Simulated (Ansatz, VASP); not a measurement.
**ZnS in VASP and in Ansatz**

Contents of POSCAR:

```
ZnS
1.0
    0.0000000000      2.6940858315      2.7749084065
    2.6940858315      0.0000000000      2.7749084065
    2.6940858315      2.6940858315      0.0000000000
Zn S
1 1
Direct
    0.0000000000      0.0000000000      0.0000000000
    0.2500000000      0.2500000000      0.2500000000
```

The input INCAR.step1:

```
SYSTEM = ZnS
ALGO = Normal
EDIFF = 1E-5
ENCUT = 520
GGA = PE
ISIF = 2
ISMEAR = 0
LASPH = .True.
LCHARG = .False.
LREAL = .False.
LWAVE = .True.
NBANDS = 16
NELM = 60
PREC = Accurate
SIGMA = 0.01
```

File INCAR.step2:

```
SYSTEM = ZnS
ALGO = Normal
EDIFF = 1E-6
ENCUT = 520
GGA = PE
HFSCREEN = 0.2079
ISIF = 2
ISMEAR = 0
ISTART = 1
LASPH = .True.
LCHARG = .False.
LHFCALC = .True.
LREAL = .False.
LWAVE = .False.
NBANDS = 16
NELM = 60
PREC = Accurate
PRECFOCK = Normal
SIGMA = 0.01
```

The input KPOINTS:

```
k-points
0
Gamma
  6 6 6
  0 0 0
```

Input for Ansatz:

```yaml
crystal:
  lattice:
    - [0.0, 2.6940858315, 2.7749084065]
    - [2.6940858315, 0.0, 2.7749084065]
    - [2.6940858315, 2.6940858315, 0.0]
  atoms:
    - { symbol: Zn, position: [0.0, 0.0, 0.0] }
    - { symbol: S, position: [0.25, 0.25, 0.25] }
kpoints:
  mp_grid: { grid: [6, 6, 6] }
  band_path:
    path:
      - [0.0, 0.0, 0.0]
      - [-0.5, -0.5, 0.0]
      - [-0.375, -0.375, 0.25]
      - [-0.375, 0.0, 0.375]
      - [0.0, 0.0, 0.5]
      - [-0.5, -0.25, 0.25]
    npoints: 1
hamiltonian:
  xc: hse06
scf:
  occupations: { method: fixed }
  n_extra_bands: 4
output:
  forces: true
  stress: true
  eigenvalues: true
```

Change from the starting cell: uniaxial_z strain +3.0%.

Alike in both runs: task single point; functional HSE06; k mesh 6 × 6 × 6; no spin polarisation.

|  | VASP | Ansatz |
| --- | --- | --- |
| version | VASP 6.6.1 | Ansatz 0.2.0 |
| potentials or method | VASP PAW PBE potentials, release 64 (Zn, S) | plane waves, PAW |
| plane-wave cutoff (eV) | 520 | 420 |
| occupations | gaussian, width 0.01 eV | fixed |
| valence electrons in the cell | 18 | 18 |

|  | VASP | Ansatz | Ansatz less VASP |
| --- | --- | --- | --- |
| gap on the k mesh at the Fermi level (eV) | 3.19 | 3.20 | +0.012 |
| pressure (GPa) | -0.7 | -0.7 | +0.02 |
| traceless stress, the component that is largest in VASP (GPa) | -0.89 | -0.89 | -0.001 |

Ansatz's warnings: stress exchange threshold loose, stress scf threshold loose.
